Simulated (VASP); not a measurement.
Here is a VASP 6.6.1 calculation.

Contents of INCAR:

```
PREC = Accurate ; ENCUT = 520
EDIFF = 1E-7 ; ISMEAR = 0
SIGMA = 0.1 ; LREAL = False
LASPH = True ; NELM = 150
ALGO = Normal ; ISIF = 2
LWAVE = False ; LCHARG = True
ISPIN = 2 ; MAGMOM = 0 0 1.19
LORBIT = 11 ; LMAXMIX = 4
GGA = PE ; LELF = True
LVHAR = True ; NELECT = 14.0
ISYM = 0 ; NBANDS = 18
```

The input KPOINTS:

```
Automatic mesh
0
Gamma
  4 4 4
  0.25 0.25 0.25
```

File POSCAR:

```
Be2Co
1.0
    0.0000000000      1.9194920000      5.3325430000
    1.3384940000      0.0000000000      5.3325430000
    1.3384940000      1.9194920000      0.0000000000
Be Co
2 1
Direct
    0.3360580000      0.3360580000      0.6639420000
    0.6639420000      0.6639420000      0.3360580000
    0.0000000000      0.0000000000      0.0000000000
```

Potentials or basis: VASP PAW PBE potentials, release 64 (Be, Co).

Run with:

```bash
$ cat potpaw_PBE.64/Be/POTCAR potpaw_PBE.64/Co/POTCAR > POTCAR
$ mpirun -np 1 vasp_std > vasp.out
```

**Question.** Predict the largest force.

**Answer.** 0.054 eV/Å.

**Question.** Predict the site moments.

**Answer.** Be -0.00; Co +0.20 μB.

**Question.** Predict the net moment.

**Answer.** 0.19 μB per cell.

Forces on the atoms (eV/Å):
```
Be   0.000  0.000 -0.054
Be   0.000  0.000  0.054
Co   0.000  0.000  0.000
```

Caveat: the k points lie up to 0.73 Å⁻¹ apart; the cell carries a net charge on a neutralising background, which shifts energy and pressure.
